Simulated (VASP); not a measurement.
## PtS2: single point with PBEsol

PtS2:

```
CELL_PARAMETERS angstrom
3.57133 0.00000 0.00000
-1.78566 3.09286 0.00000
0.00000 0.00000 4.76828
ATOMIC_POSITIONS crystal
Pt 0.00000 0.00000 0.00000
S 0.33333 0.66667 0.25095
S 0.66667 0.33333 0.74905
```

```json
{
  "Program": "VASP 6.6.1",
  "Task": "single point",
  "Functional": "PBEsol",
  "Potentials or basis": "VASP PAW PBE potentials, release 64 (Pt, S)",
  "Cutoff": "520 eV",
  "k mesh": "12 × 12 × 8",
  "Occupations": "gaussian, width 0.02 eV",
  "Spin": "no spin polarisation",
  "Dipole correction": "no",
  "Further INCAR settings": "ALGO = Normal; EDIFF = 1e-06; NBANDS = 18"
}
```

| Quantity | Value |
| --- | --- |
| Pressure | -0.2 GPa |
| Largest force | 0.023 eV/Å |
| Band gap on the k mesh | 0.25 eV, indirect (least direct gap 0.67 eV) |

Forces in eV/Å, atoms in the order of the input:
```
Pt   0.000  0.000  0.000
S    0.000  0.000 -0.023
S    0.000  0.000  0.023
```

Stress tensor (GPa, compression positive):
```
-0.28  0.00  0.00
 0.00 -0.28  0.00
 0.00  0.00 -0.10
```

Levels at points of the mesh, in eV from the valence-band top:
```tsv
k point	band 8	band 9	band 10	band 11	band 12	band 13	band 14	band 15
(0.00, 0.00, 0.00)	-2.37	-1.49	-1.49	0.00	1.47	1.47	3.77	5.03
(0.50, 0.00, 0.00)	-3.87	-3.54	-3.44	-2.85	0.94	2.37	5.21	6.19
(0.00, 0.00, 0.50)	-3.15	-1.91	-1.91	-1.41	2.37	2.37	5.19	6.80
(0.50, 0.00, 0.50)	-3.56	-3.18	-3.17	-1.53	1.06	1.77	4.86	5.02
```

Wall time 70 s on 1 thread of AMD EPYC 7R13 Processor (Zen 3), on a shared host, peak memory 0.23 GiB.

Caveat: the PAW data sets were made with another functional, which shifts forces and pressure a little; spin-orbit coupling is left out, which moves the levels of the heavy elements. A k mesh can miss the band edges.
